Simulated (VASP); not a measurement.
# InAs (I-4m2) in VASP: further runs

The runs below take InAs through single point, with PBE.

Everything below comes from runs of VASP 6.6.1. Logs are shortened: lines on timing, memory, paths and dates and some standing lists are left out, and cuts for length are marked.

**1. The cell of the first run**

It takes space group I-4m2 (No. 119, tetragonal). The conventional cell has a = 4.801 Å, b = 4.801 Å, c = 4.800 Å, α = 90.00°, β = 90.00°, γ = 90.00°. Within 3.5 Å of In (site symmetry -4m2) lie 4 As at 2.68 Å. Within 3.5 Å of As (site symmetry -4m2) lie 4 In at 2.68 Å.

**2. Single point, PBE**

The input, INCAR:

```
SYSTEM = InAs
PREC     = Accurate       ! precision mode
ENCUT    = 520            ! plane-wave cutoff, eV
EDIFF    = 1E-6           ! SCF threshold, eV
ISMEAR   = 0              ! smearing method
SIGMA    = 0.15           ! smearing width, eV
LREAL    = .FALSE.        ! projectors in reciprocal space
LASPH    = .TRUE.         ! aspherical terms in the spheres
NELM     = 80             ! most SCF steps
ALGO     = Normal         ! electronic algorithm
ISIF     = 2              ! what is computed and relaxed
LWAVE    = .FALSE.        ! write WAVECAR
LCHARG   = .FALSE.        ! write CHGCAR
GGA      = PE             ! functional
NBANDS   = 16             ! bands
```

The input, KPOINTS:

```
regular mesh
0
G
  16 16 16
  0 0 0
```

The input, POSCAR:

```
InAs
1.0
    0.0000000000      3.3944961119      2.3999087511
    3.3944961119      0.0000000000      2.3999087511
    3.3944961119      3.3944961119      0.0000000000
In As
1 1
Direct
    0.0000000000      0.0000000000      0.0000000000
    0.7500000000      0.7500000000      0.7500000000
```

Potentials or basis: VASP PAW PBE potentials, release 64 (In_d, As).

Started as:

```
> cat potpaw_PBE.64/In_d/POTCAR potpaw_PBE.64/As/POTCAR > POTCAR
> mpirun -np 1 vasp_std > vasp.out
```

OUTCAR:

```text
SYSTEM = InAs
   PREC = Accurate
   ENCUT = 520
   EDIFF = 1E-6
   ISMEAR = 0
   LREAL = .FALSE.
   LASPH = .TRUE.
   NELM = 80
   ISIF = 2
   GGA = PE

 ion  position               nearest neighbor table
   1  0.000  0.000  0.000-   2 2.68   2 2.68   2 2.68   2 2.68
   2  0.750  0.750  0.750-   1 2.68   1 2.68   1 2.68   1 2.68

  LATTYP: Found a body centered tetragonal cell.
 ALAT       =     4.8005424389
 C/A-ratio  =     0.9998489886

  Lattice vectors:

 A1 = (   0.0000000000,  -3.3944961119,  -2.3999087511)
 A2 = (   0.0000000000,   3.3944961119,  -2.3999087511)
 A3 = (   3.3944961119,   0.0000000000,   2.3999087511)

Analysis of symmetry for initial positions (statically):
=====================================================================
 Subroutine PRICEL returns:
 Original cell was already a primitive cell.

 Routine SETGRP: Setting up the symmetry group for a
 body centered tetragonal supercell.

 Subroutine GETGRP returns: Found  8 space group operations
 (whereof  8 operations were pure point group operations)
 out of a pool of 16 trial point group operations.

The static configuration has the point symmetry D_2d.

Analysis of symmetry for dynamics (positions and initial velocities):
=====================================================================
 Subroutine PRICEL returns:
 Original cell was already a primitive cell.

 Routine SETGRP: Setting up the symmetry group for a
 body centered tetragonal supercell.

 Subroutine GETGRP returns: Found  8 space group operations
 (whereof  8 operations were pure point group operations)
 out of a pool of 16 trial point group operations.

The dynamic configuration has the point symmetry D_2d.

 Subroutine INISYM returns: Found  8 space group operations
 (whereof  8 operations are pure point group operations),
 and found     1 'primitive' translations

----------------------------------------------------------------------------------------

                                     Primitive cell

  volume of cell :      55.3064

  direct lattice vectors                    reciprocal lattice vectors
     0.000000000  3.394496112  2.399908751    -0.147297267  0.147297267  0.208341255
     3.394496112  0.000000000  2.399908751     0.147297267 -0.147297267  0.208341255
     3.394496112  3.394496112  0.000000000     0.147297267  0.147297267 -0.208341255

  length of vectors
     4.157182443  4.157182443  4.800542439     0.294616782  0.294616782  0.294616782

  position of ions in fractional coordinates (direct lattice)
     0.000000000  0.000000000  0.000000000
     0.750000000  0.750000000  0.750000000

  ion indices of the primitive-cell ions
   primitive index   ion index
                 1           1
                 2           2

----------------------------------------------------------------------------------------

 KPOINTS: regular mesh

Automatic generation of k-mesh.
 Grid dimensions read from file:
 generate k-points for:   16   16   16

 Generating k-lattice:

  Cartesian coordinates                     Fractional coordinates (reciprocal lattice)
    -0.009206079  0.009206079  0.013021328     0.062500000  0.000000000  0.000000000
     0.009206079 -0.009206079  0.013021328     0.000000000  0.062500000  0.000000000
     0.009206079  0.009206079 -0.013021328     0.000000000  0.000000000  0.062500000

  Length of vectors
     0.018413549  0.018413549  0.018413549

  Shift w.r.t. Gamma in fractional coordinates (k-lattice)
     0.000000000  0.000000000  0.000000000

 Subroutine IBZKPT returns following result:
 ===========================================

 Found    349 irreducible k-points:

 Following reciprocal coordinates:
            Coordinates               Weight
  0.000000  0.000000  0.000000      1.000000
  0.062500  0.000000  0.000000      8.000000
  0.125000  0.000000  0.000000      8.000000
  0.187500  0.000000  0.000000      8.000000
  0.250000  0.000000  0.000000      8.000000
  0.312500  0.000000  0.000000      8.000000
[... 16 lines left out ...]
 -0.125000  0.062500  0.000000      8.000000
 -0.062500  0.062500  0.000000      4.000000
 [... further k-points ...]
   k-points           NKPTS =    349   k-points in BZ     NKDIM =    349   number of bands    NBANDS=     16
   number of dos      NEDOS =    301   number of ions     NIONS =      2
   total plane-waves  NPLWV =  36864
   dimension x,y,z NGX =    32 NGY =   32 NGZ =   36
   dimension x,y,z NGXF=    64 NGYF=   64 NGZF=   72
   ions per type =               1   1
   NGX,Y,Z   is equivalent  to a cutoff of  12.80, 12.80, 12.47 a.u.
   NGXF,Y,Z  is equivalent  to a cutoff of  25.59, 25.59, 24.93 a.u.
 SYSTEM =  InAs
   PREC   = accura    normal or accurate (medium, high low for compatibility)
   ISTART =      0    job   : 0-new  1-cont  2-samecut
   ICHARG =      2    charge: 1-file 2-atom 10-const
   ISPIN  =      1    spin polarized calculation?
   LNONCOLLINEAR =      F non collinear calculations
   LSORBIT =      F    spin-orbit coupling
   LASPH  =      T    aspherical Exc in radial PAW
   ENCUT  =  520.0 eV  38.22 Ry    6.18 a.u.   7.73  7.73  8.93*2*pi/ulx,y,z
   NELM   =     80;   NELMIN=  2; NELMDL= -5     # of ELM steps
   EDIFF  = 0.1E-05   stopping-criterion for ELM
   LREAL  =      F    real-space projection
   EDIFFG = 0.1E-04   stopping-criterion for IOM
   NSW    =      0    number of steps for IOM
   IBRION =     -1    ionic relax: 0-MD 1-quasi-New 2-CG
   NFREE  =      0    steps in history (QN), initial steepest desc. (CG)
   ISIF   =      2    stress and relaxation
   ISYM   =      2    0-nonsym 1-usesym 2-fastsym
   POTIM  = 0.5000    time-step for ionic-motion
   TEBEG  =    0.0;   TEEND  =   0.0 temperature during run
   PSTRESS=    0.0 pullay stress
   NELECT =      18.0000    total number of electrons
   NUPDOWN=      -1.0000    fix difference up-down
   EMIN   =  10.00;   EMAX   =-10.00  energy-range for DOS
   EFERMI =   0.00;   METHOD = LEGACY
   ISMEAR =     0;   SIGMA  =   0.15  broadening in eV -4-tet -1-fermi 0-gaus
   EFERMI_NEDOS =   21; number of points for ismear=-14 and -15
   IALGO  =     38    algorithm
   IMIX   =      4    mixing-type and parameters
     AMIX     =   0.40;   BMIX     =  1.00
     AMIX_MAG =   1.60;   BMIX_MAG =  1.00
  volume/ion in A,a.u.               =      27.65       186.61
  Fermi-wavevector in a.u.,A,eV,Ry     =   1.126092  2.128005 17.253320  1.268083
  Thomas-Fermi vector in A             =   2.262772
   LORBIT       =      0    0 simple, 1 ext, 2 COOP (PROOUT), +10 PAW based schemes
   GGA     = PE    functional components
   LHFCALC =     F    Hartree Fock is set to
   AEXX    =    0.0000 exact exchange contribution
   IVDW    =     0    specifies the selected vdW correction
   LEPSILON=     F    determine dielectric tensor
   LRPA    =     F    only Hartree local field effects (RPA)
 non-spin polarized calculation
 Gauss-broadening in eV      SIGMA  =   0.15
  energy-cutoff  :      520.00
  volume of cell :       55.31
 maximum number of plane-waves:      1508
   NGX = 15   NGY = 15   NGZ = 17

 number of electron      18.0000000 magnetization

 Free energy of the ion-electron system (eV)
  ---------------------------------------------------
  ext. energy  EPLUGINS =         0.00000000
  ---------------------------------------------------
  free energy    TOTEN  =        -7.41415856 eV

  energy without entropy =       -7.41175615  energy(sigma->0) =       -7.41295735

 E-fermi :   4.7225     XC(G=0):  -9.2123

 val. band max:        4.7183093444   @ k =   0.4375   0.3750   0.0625
 cond. band min:       4.7324893916   @ k =   0.4375   0.0000   0.0000
 fundamental gap:      0.0141800471
 Fermi energy:         4.7224967251

 k-point     1 :       0.0000    0.0000    0.0000
  band No.  band energies     occupation
      1      -9.9227      2.00000
      2      -9.9227      2.00000
      3      -9.8687      2.00000
      4      -9.8422      2.00000
      5      -9.7908      2.00000
      6      -7.1339      2.00000
[... 8 lines left out ...]
     15      12.0652      0.00000
     16      13.3990      0.00000

 k-point     2 :       0.0625    0.0000    0.0000
  band No.  band energies     occupation
      1      -9.9244      2.00000
      2      -9.9216      2.00000
      3      -9.8688      2.00000
      4      -9.8435      2.00000
      5      -9.7898      2.00000
      6      -7.0945      2.00000
[... 8 lines left out ...]
     15      12.2313      0.00000
     16      13.1938      0.00000

 k-point     3 :       0.1250    0.0000    0.0000
  band No.  band energies     occupation
      1      -9.9302      2.00000
      2      -9.9185      2.00000
      3      -9.8686      2.00000
      4      -9.8462      2.00000
      5      -9.7869      2.00000
      6      -6.9784      2.00000
[... 8 lines left out ...]
     15      12.3026      0.00000
     16      13.5830      0.00000

 k-point     4 :       0.1875    0.0000    0.0000
  band No.  band energies     occupation
      1      -9.9412      2.00000
      2      -9.9146      2.00000
      3      -9.8673      2.00000
      4      -9.8487      2.00000
      5      -9.7818      2.00000
      6      -6.7924      2.00000
[... 8 lines left out ...]
     15      12.2795      0.00000
     16      14.3901      0.00000
[... 324 lines left out ...]
 k-point    22 :      -0.1875    0.0625    0.0000
  band No.  band energies     occupation
      1      -9.9489      2.00000
      2      -9.9121      2.00000
      3      -9.8634      2.00000
      4      -9.8429      2.00000
      5      -9.7822      2.00000
      6      -6.7436      2.00000
[... 8 lines left out ...]
     15      12.0229      0.00000
     16      14.2752      0.00000

 k-point    23 :      -0.1250    0.0625    0.0000
  band No.  band energies     occupation
      1      -9.9380      2.00000
      2      -9.9165      2.00000
      3      -9.8640      2.00000
      4      -9.8418      2.00000
      5      -9.7869      2.00000
      6      -6.9327      2.00000
[... 8 lines left out ...]
     15      12.0273      0.00000
     16      13.5016      0.00000

 k-point    24 :      -0.0625    0.0625    0.0000
  band No.  band energies     occupation
      1      -9.9301      2.00000
      2      -9.9200      2.00000
      3      -9.8655      2.00000
      4      -9.8416      2.00000
      5      -9.7894      2.00000
      6      -7.0519      2.00000
[... 8 lines left out ...]
     15      12.1579      0.00000
     16      12.9751      0.00000

 [... further k-points ...]

------------------------ aborting loop because EDIFF is reached ----------------------------------------

  FORCE on cell =-STRESS in cart. coord.  units (eV):
  Direction    XX          YY          ZZ          XY          YZ          ZX
  --------------------------------------------------------------------------------------
  -------------------------------------------------------------------------------------
  Total       -0.1403965     -0.1403965      1.5663054      0.0000000     -0.0000000     -0.0000000
  in kB       -4.0671612     -4.0671612     45.3744810      0.0000000     -0.0000000     -0.0000000
  external PRESSURE =      12.4133862 kB  Pullay stress =       0.0000000 kB

 VOLUME and BASIS-vectors are now :
 -----------------------------------------------------------------------------
  energy-cutoff  :      520.00
  volume of cell :       55.31
      direct lattice vectors                 reciprocal lattice vectors
     0.000000000  3.394496112  2.399908751    -0.147297267  0.147297267  0.208341255
     3.394496112  0.000000000  2.399908751     0.147297267 -0.147297267  0.208341255
     3.394496112  3.394496112  0.000000000     0.147297267  0.147297267 -0.208341255

 POSITION                                       TOTAL-FORCE (eV/Angst)
 -----------------------------------------------------------------------------------
      0.00000      0.00000      0.00000        -0.000000     -0.000000     -0.000000
      5.09174      5.09174      3.59986         0.000000      0.000000      0.000000
 -----------------------------------------------------------------------------------
    total drift:                                0.000001      0.000001     -0.000002

  FREE ENERGIE OF THE ION-ELECTRON SYSTEM (eV)
  ---------------------------------------------------
  free  energy   TOTEN  =        -7.4141585564 eV

  energy  without entropy=       -7.4117561461  energy(sigma->0) =       -7.41295735
```

It took 8.3 min on 1 thread of Intel Xeon 8259CL, shared host; peak memory 0.44 GiB.

Results:

| Quantity | Value |
| --- | --- |
| Free energy | -7.4142 eV |
| Pressure | 1.2 GPa |
| Band gap on the k mesh | zero (bands 9 and 10 overlap by 0.39 eV) |

Stress tensor (GPa, compression positive):
```
-0.41  0.00  0.00
 0.00 -0.41  0.00
 0.00  0.00  4.54
```

Caveat: semilocal functionals underestimate gaps, and a narrow one can read as zero; spin-orbit coupling is left out, which moves the levels of the heavy elements.

**3. Single point, PBE**

This run uses another cell than the first one, of the same volume but with other edges.

The input, INCAR:

```
ALGO = Normal
EDIFF = 1E-6
ENCUT = 520
GGA = PE
ISIF = 2
ISMEAR = 0
LASPH = True
LCHARG = True
LELF = True
LREAL = False
LVHAR = True
LWAVE = False
NBANDS = 16
NELM = 80
PREC = Accurate
SIGMA = 0.15
```

The input, KPOINTS:

```
k-points
0
Gamma
  16 16 16
```

The input, POSCAR:

```
InAs
1.0
    0.0000000000      3.1923375885      2.7134869503
    3.1923375885      0.0000000000      2.7134869503
    3.1923375885      3.1923375885      0.0000000000
In As
1 1
Direct
    0.0000000000      0.0000000000      0.0000000000
    0.7500000000      0.7500000000      0.7500000000
```

Potentials or basis: VASP PAW PBE potentials, release 64 (In_d, As).

Started as:

```
> cat potpaw_PBE.64/In_d/POTCAR potpaw_PBE.64/As/POTCAR > POTCAR
> mpirun -np 1 vasp_std > vasp.out
```

Wall time 8 min (1 thread of Intel Xeon 8259CL, shared host); peak memory 0.44 GiB.

It converged, with:

```
Free energy            : -7.5990 eV
Pressure               : 3.3 GPa
Band gap on the k mesh : 0.14 eV (least direct gap 0.41 eV)
```

Stress tensor (GPa, compression positive):
```
2.16 0.00 0.00
0.00 2.16 0.00
0.00 0.00 5.65
```

Levels at points of the mesh, in eV from the valence-band top:
```csv
k point,band 7,band 8,band 9,band 10,band 11,band 12
"(0.00, 0.00, 0.00)",-0.56,-0.46,-0.46,0.14,3.61,3.92
"(0.50, 0.00, 0.00)",-5.95,-1.67,-0.77,0.45,3.96,5.21
"(0.50, 0.50, 0.00)",-5.42,-3.08,-3.08,0.90,0.92,8.97
"(0.50, 0.00, 0.50)",-6.32,-2.21,-2.12,1.60,2.34,7.84
```

Caveat: the cell stands under pressure; semilocal functionals underestimate gaps, and a narrow one can read as zero; spin-orbit coupling is left out, which moves the levels of the heavy elements.
